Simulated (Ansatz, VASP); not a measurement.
**RbLa2Cl2: VASP beside Ansatz**

File INCAR:

```
SYSTEM = RbLa2Cl2
PREC = Accurate ; ENCUT = 600
EDIFF = 1E-7 ; ISMEAR = 0
SIGMA = 0.1 ; LREAL = .False.
LASPH = .True. ; NELM = 100
ALGO = Normal ; ISIF = 3
LWAVE = .False. ; LCHARG = .False.
GGA = PE ; IBRION = 2
NSW = 90 ; EDIFFG = -0.04
```

KPOINTS

```
Automatic mesh
0
Gamma
  6 6 4
  0 0 0
```

File POSCAR:

```
RbLa2Cl2
1.0
    5.3639140700      0.0000000000      0.0000000000
   -2.6819570400      4.6452858500      0.0000000000
    0.0000000000      0.0000000000      7.2268413000
Rb La Cl
1 2 2
Direct
    0.0000000000      0.0000000000      0.5000000000
    0.3333333300      0.6666666700      0.5000000000
    0.6666666700      0.3333333300      0.5000000000
    0.3333333300      0.6666666700      0.0000000000
    0.6666666700      0.3333333300      0.0000000000
```

Input for Ansatz:

```yaml
crystal:
  lattice:
    - [5.36391407, 0.0, 0.0]
    - [-2.68195704, 4.64528585, 0.0]
    - [0.0, 0.0, 7.2268413]
  atoms:
    - { symbol: Rb, position: [0.0, 0.0, 0.5] }
    - { symbol: La, position: [0.33333333, 0.66666667, 0.5] }
    - { symbol: La, position: [0.66666667, 0.33333333, 0.5] }
    - { symbol: Cl, position: [0.33333333, 0.66666667, 0.0] }
    - { symbol: Cl, position: [0.66666667, 0.33333333, 0.0] }
basis:
  ecutwfc: 420
kpoints:
  mp_grid: { grid: [6, 6, 4] }
hamiltonian:
  xc: pbe
scf:
  occupations: { method: gaussian, width: 0.1 }
  lower_state_search: "off"
output:
  forces: true
  stress: true
  eigenvalues: true
relax:
  adjacent_minimum: "off"
  f_tol: 0.04
  max_steps: 70
  cell: { stress_tol: 0.4 }
```

Alike in both runs: task relaxation of cell and atoms; functional PBE; k mesh 6 × 6 × 4; occupations gaussian, width 0.1 eV; no spin polarisation.

```csv
,VASP,Ansatz
version,VASP 6.6.1,Ansatz 0.2.0
potentials or method,"VASP PAW PBE potentials, release 64 (Rb_sv, La, Cl), cutoff 600 eV","scalar-relativistic, plane waves, PAW"
valence electrons in the cell,45,45
```

Ansatz gave:

| Property | Result |
| --- | --- |
| gap on the k mesh at the Fermi level, each at its own relaxed structure (eV) | none |
| relaxed volume (Å³/atom) | 48.02 |
| relaxed cell length with the largest relative difference (Å) | 7.052 |

Question: Which values does VASP return?

Answer: gap on the k mesh at the Fermi level, each at its own relaxed structure (eV): none; relaxed volume (Å³/atom): 48.91; relaxed cell length with the largest relative difference (Å): 7.116.

A gap of «none» marks a metal or a gap that the smearing closes.

Spin-orbit coupling is off throughout. Noted on VASP's run: the volume moved by over 15 % at a fixed basis, so the end points are rough.
